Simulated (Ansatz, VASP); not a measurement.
## Two plane-wave programs on TiSi

```
Ti Si
1.0
     0.00000    2.54262    2.54262
     2.54262    0.00000    2.54262
     2.54262    2.54262    0.00000
Ti Si
1 1
Direct
  0.00000 0.00000 0.00000
  0.50000 0.50000 0.50000
```

Alike in both runs: functional r2SCAN; k mesh 8 × 8 × 8; occupations gaussian, width 0.1 eV; no spin polarisation.

Ansatz relaxed the structure, and its values are those at the end. VASP's run is a single point on that final structure, the one shown.

```csv
,VASP,Ansatz
version,VASP 6.6.1,Ansatz 0.2.0
potentials or method,"VASP PAW PBE potentials, release 64 (Ti_sv, Si), cutoff 520 eV","scalar-relativistic, plane waves, PAW"
valence electrons in the cell,16,16
```

Ansatz gave:

* gap on the k mesh at the Fermi level (eV): none
* pressure (GPa): 0.2

Question: What did VASP give for the same quantities?

Answer: gap on the k mesh at the Fermi level (eV): none; pressure (GPa): 0.4.

VASP's potentials were made for PBE, not for r2SCAN. A gap of «none» marks a metal or a gap that the smearing closes. The functional is the same, so the differences come from potentials, cutoffs and numerics.
